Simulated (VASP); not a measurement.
Set up this calculation in VASP 6.6.1, as the native input.

```yaml
Task: single point
Functional: PBE
Potentials_or_basis: VASP PAW PBE potentials, release 64 (F)
Cutoff: 520 eV
k_mesh: 10 × 10 × 4
Occupations: gaussian, width 0.02 eV
Spin: no spin polarisation
Dipole_correction: no
Further_INCAR_settings: ALGO = Normal; EDIFF = 1e-07; NBANDS = 22
```

The structure of F lies in POSCAR:

```
F
1.0
    2.7839075000     -1.7108808000     -0.1514975000
    2.7839075000      1.7108808000     -0.1514975000
   -1.9471909051      0.0000000000      6.7615599463
F
4
Direct
    0.0572333771      0.0572333771      0.1150949702
    0.9427666229      0.9427666229      0.8849050298
    0.5617868118      0.5617868118      0.6281786586
    0.4382131882      0.4382131882      0.3718213414
```

This cell differs from its parent crystal: strained.

One way to write it, as run:

INCAR

```
ALGO = Normal
EDIFF = 1E-7
ENCUT = 520
GGA = PE
ISIF = 2
ISMEAR = 0
LASPH = T
LCHARG = F
LREAL = F
LWAVE = F
NBANDS = 22
NELM = 100
PREC = Accurate
SIGMA = 0.02
```

KPOINTS

```
k-points
0
Gamma
  10 10 4
```

Potentials or basis: VASP PAW PBE potentials, release 64 (F).

Launch:

```bash
$ cat potpaw_PBE.64/F/POTCAR > POTCAR
$ mpirun -np 1 vasp_std > vasp.out
```

It gave:

- Pressure: -7.6 GPa
- Largest force: 3.355 eV/Å
- Band gap on the k mesh: 0.52 eV

Caveat: the cell differs from its parent crystal (strained); forces of over 1 eV/Å act on the atoms, so gaps and moduli don't describe the material at rest.

Wall time 94 s on 1 thread of Intel(R) Xeon(R) Platinum 8488C (Sapphire Rapids), with other jobs on the host, peak memory 0.24 GiB.
